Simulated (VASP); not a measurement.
# C (Imma) in VASP: notebook, part 2 of 2

VASP 6.6.1. Earlier steps stand in the parts before.

### 4 Single point, PBE

This run uses another cell than the first one, of 6.61 Å³/atom, 1.097 times its volume.

INCAR reads:

```
SYSTEM = C
  ALGO = Normal
  EDIFF = 1E-7
  ENCUT = 520
  GGA = PE
  ISIF = 2
  ISMEAR = 0
  LASPH = .True.
  LCHARG = .True.
  LELF = .True.
  LREAL = .False.
  LVHAR = .True.
  LWAVE = .False.
  NBANDS = 16
  NELM = 100
  PREC = Accurate
  SIGMA = 0.02
```

KPOINTS reads:

```
k-points
0
Gamma
  10 10 10
  0 0 0
```

POSCAR reads:

```
C
1.0
   -1.2737045851      2.4697014388      2.1020484581
    1.2737045851     -2.4697014388      2.1020484581
    1.2737045851      2.4697014388     -2.1020484581
C
4
Direct
    0.9412644656      0.3541536514      0.5871108142
    0.7329571628      0.6458463486      0.0871108142
    0.0587355344      0.6458463486      0.4128891858
    0.2670428372      0.3541536514      0.9128891858
```

Potentials or basis: VASP PAW PBE potentials, release 64 (C).

The run is started by

```sh
cat potpaw_PBE.64/C/POTCAR > POTCAR
mpirun -np 1 vasp_std > vasp.out
```

OUTCAR:

```text
SYSTEM = C
   EDIFF = 1E-7
   ENCUT = 520
   GGA = PE
   ISIF = 2
   ISMEAR = 0
   LASPH = .True.
   LREAL = .False.
   NELM = 100
   PREC = Accurate

 ion  position               nearest neighbor table
   1  0.941  0.354  0.587-   3 1.50   2 1.55   2 1.55   4 1.61
   2  0.733  0.646  0.087-   4 1.50   1 1.55   1 1.55   3 1.61
   3  0.059  0.646  0.413-   1 1.50   4 1.55   4 1.55   2 1.61
   4  0.267  0.354  0.913-   2 1.50   3 1.55   3 1.55   1 1.61

  LATTYP: Found a body centered orthorhombic cell.
 ALAT       =     2.5474091702
 B/A-ratio  =     1.6503422243
 C/A-ratio  =     1.9389907736

  Lattice vectors:

 A1 = (   1.2737045851,  -2.4697014388,  -2.1020484581)
 A2 = (  -1.2737045851,  -2.4697014388,   2.1020484581)
 A3 = (  -1.2737045851,   2.4697014388,  -2.1020484581)

Analysis of symmetry for initial positions (statically):
=====================================================================
 Subroutine PRICEL returns:
 Original cell was already a primitive cell.

 Routine SETGRP: Setting up the symmetry group for a
 body centered orthorhombic supercell.

[... 177 lines left out ...]
 fundamental gap:      2.7138766767
 Fermi energy:         8.0856904416

 k-point     1 :       0.0000    0.0000    0.0000
  band No.  band energies     occupation
      1     -13.1539      2.00000
      2      -3.0078      2.00000
      3      -2.5480      2.00000
      4      -1.4942      2.00000
      5       1.2086      2.00000
      6       4.0738      2.00000
[... 433 lines left out ...]
      3      -2.6917      2.00000
      4      -0.2371      2.00000
      5       0.6047      2.00000
      6       2.6943      2.00000
[... 8 lines left out ...]
     15      21.4792      0.00000
     16      24.6705      0.00000

 [... further k-points ...]

------------------------ aborting loop because EDIFF is reached ----------------------------------------

  FORCE on cell =-STRESS in cart. coord.  units (eV):
  Direction    XX          YY          ZZ          XY          YZ          ZX
  --------------------------------------------------------------------------------------
  -------------------------------------------------------------------------------------
  Total        0.0931549      0.0856636      0.0714067      0.0000000      0.0000000      0.0000000
  in kB        5.6428762      5.1890859      4.3254764      0.0000000      0.0000000      0.0000000
  external PRESSURE =       5.0524795 kB  Pullay stress =       0.0000000 kB

 VOLUME and BASIS-vectors are now :
 -----------------------------------------------------------------------------
  energy-cutoff  :      520.00
  volume of cell :       26.45
      direct lattice vectors                 reciprocal lattice vectors
    -1.273704585  2.469701439  2.102048458     0.000000000  0.202453621  0.237863213
     1.273704585 -2.469701439  2.102048458     0.392555704  0.000000000  0.237863213
     1.273704585  2.469701439 -2.102048458     0.392555704  0.202453621  0.000000000

 POSITION                                       TOTAL-FORCE (eV/Angst)
 -----------------------------------------------------------------------------------
      0.00000      2.89998      1.48890         0.000000     -0.011360      0.015060
      0.00000      0.43028      2.71520         0.000000     -0.011360     -0.015060
      1.27370     -0.43028      0.61315        -0.000000      0.011360     -0.015060
      1.27370      2.03943     -0.61315        -0.000000      0.011360      0.015060
 -----------------------------------------------------------------------------------
    total drift:                                0.000000     -0.000000     -0.000000

  FREE ENERGIE OF THE ION-ELECTRON SYSTEM (eV)
  ---------------------------------------------------
  free  energy   TOTEN  =       -34.9247023602 eV

  energy  without entropy=      -34.9247023602  energy(sigma->0) =      -34.92470236
```

Wall time 40 s (1 thread of Intel Xeon 6975P-C (Granite Rapids), shared host); peak memory 0.18 GiB.

Results:

* Free energy: -34.9247 eV
* Pressure: 0.5 GPa
* Largest force: 0.019 eV/Å
* Band gap on the k mesh: 2.71 eV, indirect (least direct gap 3.95 eV)

Forces in eV/Å, atoms in the order of the input:
```
C    0.000 -0.011  0.015
C    0.000 -0.011 -0.015
C    0.000  0.011 -0.015
C    0.000  0.011  0.015
```

Levels at points of the mesh, in eV from the valence-band top:
| k point | band 5 | band 6 | band 7 | band 8 | band 9 | band 10 | band 11 | band 12 |
| --- | --- | --- | --- | --- | --- | --- | --- | --- |
| (0.00, 0.00, 0.00) | -6.80 | -3.93 | -3.45 | -1.24 | 2.71 | 4.43 | 5.27 | 7.97 |
| (0.50, 0.00, 0.00) | -5.43 | -4.59 | -2.32 | -2.25 | 3.00 | 5.59 | 6.85 | 8.76 |
| (0.00, 0.50, 0.00) | -8.55 | -7.52 | -3.64 | -1.91 | 5.64 | 6.10 | 7.57 | 8.85 |
| (0.50, 0.50, 0.00) | -7.38 | -7.38 | -4.43 | -4.43 | 5.49 | 5.49 | 8.77 | 8.77 |
| (0.50, 0.50, 0.50) | -6.62 | -1.63 | -0.47 | 0.00 | 4.65 | 5.75 | 7.99 | 9.12 |

### 5 Relaxation of cell and atoms, PBE

INCAR reads:

```
SYSTEM = C
PREC = Accurate
ENCUT = 600
EDIFF = 1E-6
ISMEAR = 0
SIGMA = 0.1
LREAL = .False.
LASPH = .True.
NELM = 100
ALGO = Normal
ISIF = 3
LWAVE = .False.
LCHARG = .False.
GGA = PE
IBRION = 2
NSW = 90
EDIFFG = -0.04
```

KPOINTS reads:

```
regular mesh
0
Gamma
  8 8 8
  0 0 0
```

POSCAR reads:

```
C
1.0
   -1.2986469400      2.1258815100      2.1828897100
    1.2986469400     -2.1258815100      2.1828897100
    1.2986469400      2.1258815100     -2.1828897100
C
4
Direct
    0.9115308200      0.3404630000      0.5710678200
    0.7306048300      0.6595370000      0.0710678200
    0.0884691800      0.6595370000      0.4289321800
    0.2693951700      0.3404630000      0.9289321800
```

The run is started by

```sh
cat potpaw_PBE.64/C/POTCAR > POTCAR
mpirun -np 1 vasp_std > vasp.out
```

Wall time 1.9 min (1 thread of Intel Xeon 6975P-C (Granite Rapids), shared host); peak memory 0.16 GiB.

Results (log left out):

```yaml
Free_energy: -34.9273 eV
Relaxed_volume: 6.62 Å³/atom
Relaxed_cell: a = 3.484 Å, b = 3.484 Å, c = 3.484 Å, α = 137.07°, β = 89.81°, γ = 105.73°
Space_group_after_relaxing_to_0.05_Å: Imma (No. 74)
Energy_gained_by_relaxing: 196.5 meV/atom
Ionic_steps: 12
Pressure_after_relaxing: -0.1 GPa
Largest_force_after_relaxing: 0.009 eV/Å
Band_gap_on_the_k_mesh: 2.74 eV, indirect (least direct gap 3.98 eV)
```

Forces on the atoms (eV/Å):
```
C    0.000 -0.005 -0.008
C    0.000 -0.005  0.008
C    0.000  0.005  0.008
C    0.000  0.005 -0.008
```

Stress tensor (GPa, compression positive):
```
-0.58  0.00  0.00
 0.00  0.39  0.00
 0.00  0.00 -0.11
```

The path:
```csv
step,energy change (eV),largest force (eV/Å),pressure (GPa),volume (Å³)
1,0.0000,2.2537,27.47,24.11
2,1.1106,8.6604,-7.88,27.82
3,-0.2969,1.5947,6.73,25.21
4,-0.6245,0.4837,-13.09,27.22
5,-0.6273,0.4614,-14.64,27.41
6,-0.7756,0.4363,2.53,26.30
7,-0.7766,0.3973,1.16,26.39
8,-0.7604,1.0096,-0.28,26.44
9,-0.7847,0.1431,0.43,26.41
10,-0.7852,0.1564,-0.06,26.46
11,-0.7861,0.0419,0.15,26.44
12,-0.7861,0.0092,-0.10,26.46
```

Final structure:
```cif
data_structure
_symmetry_space_group_name_H-M 'P 1'
_symmetry_Int_Tables_number 1
_cell_length_a 3.4837
_cell_length_b 3.4837
_cell_length_c 3.4837
_cell_angle_alpha 137.070
_cell_angle_beta 89.810
_cell_angle_gamma 105.732
_cell_volume 26.46
loop_
_atom_site_label
_atom_site_type_symbol
_atom_site_fract_x
_atom_site_fract_y
_atom_site_fract_z
_atom_site_occupancy
C1 C 0.94111 0.35412 0.58699 1
C2 C 0.73286 0.64588 0.08699 1
C3 C 0.05889 0.64588 0.41301 1
C4 C 0.26714 0.35412 0.91301 1
```

Levels at points of the mesh, in eV from the valence-band top:
```tsv
k point	band 6	band 7	band 8	band 9	band 10	band 11
(0.00, 0.00, 0.00)	-3.94	-3.46	-1.24	2.74	4.41	5.24
(0.50, 0.00, 0.00)	-4.60	-2.33	-2.25	2.99	5.59	6.85
(0.00, 0.50, 0.00)	-7.52	-3.63	-1.91	5.62	6.10	7.57
(0.50, 0.50, 0.00)	-7.38	-4.43	-4.43	5.49	5.49	8.79
(0.50, 0.50, 0.50)	-1.63	-0.47	0.00	4.63	5.77	7.97
```

### 6 Overview

```tsv
task	cell	k mesh	cutoff (eV)	smearing	gap on the mesh (eV)	pressure (GPa)	largest force (eV/Å)
single point	a = 3.312 Å, angles 133.8, 100.1, 97.5°, 4 atoms	8 × 8 × 8	520	gaussian 0.1 eV	2.87	28.1	2.26
single point	a = 3.484 Å, angles 137.1, 89.7, 105.8°, 4 atoms	8 × 8 × 8	520	gaussian 0.1 eV	2.71	0.5	0.02
single point	a = 3.484 Å, angles 137.1, 89.7, 105.8°, 4 atoms	10 × 10 × 10	520	gaussian 0.02 eV	2.71	0.5	0.02
relaxation of cell and atoms	relaxed from a = 3.312 Å, angles 133.8, 100.1, 97.5°, 4 atoms	8 × 8 × 8	600	gaussian 0.1 eV	2.74	-0.1	0.01
```

Alike in all rows: level PBE; potentials or basis VASP PAW PBE potentials, release 64 (C); no spin polarisation.

Caveats: forces of over 1 eV/Å act on the atoms, so gaps and moduli don't describe the material at rest (some runs).

Absolute energies hang on the potentials; compare differences alone.
